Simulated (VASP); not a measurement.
Input of a VASP 6.6.1 run:

POSCAR

```
ScSnO4
1.0
    0.0000000000      5.1679421467      0.0000000000
    5.1679421467      0.0000000000      0.0000000000
    2.5839710734      2.5839710734     -4.8558554328
Sn Sc O
2 2 8
Direct
    0.0000000000      0.0000000000      0.0000000000
    0.7500000000      0.2500000000      0.5000000000
    0.5000000000      0.5000000000      0.0000000000
    0.2500000000      0.7500000000      0.5000000000
    0.3231884769      0.3555202072      0.7980081010
    0.1055202072      0.1288034221      0.2980081010
    0.8788034221      0.8464716918      0.7980081010
    0.5964716918      0.5731884769      0.2980081010
    0.4268115231      0.8944797928      0.7019918990
    0.6444797928      0.1211965779      0.2019918990
    0.8711965779      0.4035283082      0.7019918990
    0.1535283082      0.6768115231      0.2019918990
```

Contents of INCAR.step1:

```
PREC = Accurate ; ENCUT = 520
ISMEAR = 0 ; SIGMA = 0.0177
LREAL = F ; LASPH = T
NELM = 80 ; NBANDS = 61
GGA = PE ; ALGO = Normal
EDIFF = 1E-4 ; LWAVE = T
LCHARG = F
```

INCAR.step2

```
PREC = Accurate ; ENCUT = 520
EDIFF = 1E-6 ; ISMEAR = 0
SIGMA = 0.0177 ; LREAL = F
LASPH = T ; NELM = 80
ALGO = Normal ; ISIF = 2
LWAVE = F ; LCHARG = T
METAGGA = R2SCAN ; LMIXTAU = T
LELF = T ; LVHAR = T
NBANDS = 61 ; ISTART = 1
```

File KPOINTS:

```
Automatic mesh
0
Gamma
  4 4 4
```

Potentials or basis: VASP PAW PBE potentials, release 64 (Sn_d, Sc_sv, O).

Command:

```console
$ cat potpaw_PBE.64/Sn_d/POTCAR potpaw_PBE.64/Sc_sv/POTCAR potpaw_PBE.64/O/POTCAR > POTCAR
$ cp INCAR.step1 INCAR
$ mpirun -np 1 vasp_std > vasp.out
$ cp INCAR.step2 INCAR
$ mpirun -np 1 vasp_std > vasp.out
```

Estimate the largest force.

0.040 eV/Å.

What does it give for the band gap on the k mesh?

Zero (band 49 reaches 5.35 eV, above the bottom of band 50 at 4.67 eV).

Estimate the pressure.

6.5 GPa.

Stress tensor (GPa, compression positive):
```
6.66 0.00 0.00
0.00 6.66 0.00
0.00 0.00 6.27
```

Caveat: the PAW data sets were made with another functional, which shifts forces and pressure a little; spin-orbit coupling is left out, which moves the levels of the heavy elements.
